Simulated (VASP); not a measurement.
A run of VASP 6.6.1 is set up as follows.

INCAR

```
SYSTEM = P
PREC     = Accurate       ! precision mode
ENCUT    = 520            ! plane-wave cutoff, eV
EDIFF    = 1E-6           ! SCF threshold, eV
ISMEAR   = 0              ! smearing method
SIGMA    = 0.1            ! smearing width, eV
LREAL    = .False.        ! projectors in reciprocal space
LASPH    = .True.         ! aspherical terms in the spheres
NELM     = 100            ! most SCF steps
ALGO     = Normal         ! electronic algorithm
ISIF     = 2              ! what is computed and relaxed
LWAVE    = .False.        ! write WAVECAR
LCHARG   = .True.         ! write CHGCAR
GGA      = PE             ! functional
LELF     = .True.         ! ELF
LVHAR    = .True.       
NBANDS   = 8              ! bands
```

Contents of KPOINTS:

```
Automatic mesh
0
Gamma
  8 8 4
  0 0 0
```

The input POSCAR:

```
P
1.0
    2.2127766300      0.0000000000      0.0000000000
    0.0000000000      2.2127766300      0.0000000000
    0.0000000000      0.0000000000      3.7833480700
P
1
Direct
    0.0000000000      0.0000000000      0.5000000000
```

Potentials or basis: VASP PAW PBE potentials, release 64 (P).

The run is started by

```bash
$ cat potpaw_PBE.64/P/POTCAR > POTCAR
$ mpirun -np 1 vasp_std > vasp.out
```

Predict the pressure.

8.0 GPa.

Estimate the band gap on the k mesh.

zero (an odd number of electrons rules out a gap without spin polarisation).

Stress tensor (GPa, compression positive):
```
12.57  0.00  0.00
 0.00 12.57  0.00
 0.00  0.00 -1.02
```

Caveat: the k points lie up to 0.42 Å⁻¹ apart, too coarse for converged energies and pressures of a metal; an odd number of electrons without spin polarisation forces a metal; a magnetic or distorted state may lie lower.
